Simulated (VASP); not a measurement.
Input of a VASP 6.6.1 run:

The input INCAR:

```
PREC = Accurate
ENCUT = 500
EDIFF = 1E-6
ISMEAR = 0
SIGMA = 0.01
LREAL = False
LASPH = True
NELM = 120
ALGO = Normal
ISIF = 2
LWAVE = False
LCHARG = False
GGA = CA
NBANDS = 11
GGA_COMPAT = False
```

KPOINTS

```
Automatic mesh
0
Gamma
  8 8 8
```

File POSCAR:

```
AlAs
1.0
    2.7171237246      2.7171237246      0.0000000000
   -2.7171237246      2.7171237246      0.0000000000
    0.0000000000      2.7171237246      2.7171237246
Al As
1 1
Direct
    0.0000000000      0.0000000000      0.0000000000
    0.7500000000      0.2500000000      0.5000000000
```

Potentials or basis: VASP PAW LDA potentials, release 64 (Al, As).

Run with:

```console
$ cat potpaw_LDA.64/Al/POTCAR potpaw_LDA.64/As/POTCAR > POTCAR
$ mpirun -np 1 vasp_std > vasp.out
```

Question: Predict the band gap on the k mesh.

Answer: 1.11 eV, indirect (least direct gap 2.89 eV).

Question: Predict the pressure.

Answer: 10.5 GPa.

A k mesh can miss the band edges. As with any semilocal functional, this LDA gap is likely too small.
